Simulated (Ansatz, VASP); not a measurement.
AlN in VASP and in Ansatz

INCAR

```
SYSTEM = AlN
PREC     = Accurate       ! precision mode
ENCUT    = 520            ! plane-wave cutoff, eV
EDIFF    = 1E-6           ! SCF threshold, eV
ISMEAR   = 0              ! smearing method
SIGMA    = 0.025          ! smearing width, eV
LREAL    = .FALSE.        ! projectors in reciprocal space
LASPH    = .TRUE.         ! aspherical terms in the spheres
NELM     = 60             ! most SCF steps
ALGO     = Normal         ! electronic algorithm
ISIF     = 2              ! what is computed and relaxed
LWAVE    = .FALSE.        ! write WAVECAR
LCHARG   = .FALSE.        ! write CHGCAR
GGA      = PE             ! functional
NBANDS   = 11             ! bands
```

The input KPOINTS:

```
regular mesh
0
G
  11 11 11
  0 0 0
```

POSCAR

```
AlN
1.0
    0.0000000000      2.0345180000      2.0345180000
    2.0345180000      0.0000000000      2.0345180000
    2.0345180000      2.0345180000      0.0000000000
Al N
1 1
Direct
    0.5000000000      0.5000000000      0.5000000000
    0.0000000000      0.0000000000      0.0000000000
```

Contents of input.yaml:

```yaml
crystal:
  lattice:
    - [0.0, 2.034518, 2.034518]
    - [2.034518, 0.0, 2.034518]
    - [2.034518, 2.034518, 0.0]
  atoms:
    - { symbol: Al, position: [0.5, 0.5, 0.5] }
    - { symbol: "N", position: [0.0, 0.0, 0.0] }
hamiltonian:
  xc: pbe
  pseudopotentials: { kind: paw }
kpoints:
  mp_grid: { grid: [11, 11, 11] }
scf:
  occupations: { method: gaussian, width: 0.025 }
output:
  forces: true
  stress: true
  eigenvalues: true
```

Alike in both runs: task single point; functional PBE; k mesh 11 × 11 × 11; occupations gaussian, width 0.025 eV; no spin polarisation.

|  | VASP | Ansatz |
| --- | --- | --- |
| version | VASP 6.6.1 | Ansatz 0.2.0 |
| potentials or method | VASP PAW PBE potentials, release 64 (Al, N) | Ansatz PAW |
| plane-wave cutoff (eV) | 520 | 420 |
| valence electrons in the cell | 8 | 8 |

Ansatz gave:

* gap on the k mesh at the Fermi level (eV): 4.58
* least direct gap on the mesh (eV): 5.40
* pressure (GPa): 0.3

Q: Estimate VASP's values.

A: gap on the k mesh at the Fermi level (eV): 4.55; least direct gap on the mesh (eV): 5.41; pressure (GPa): 0.0.

Noted on Ansatz's run: odd divisions of the mesh miss points on the zone boundary, where band edges often lie, so the gap on the mesh can be too wide.
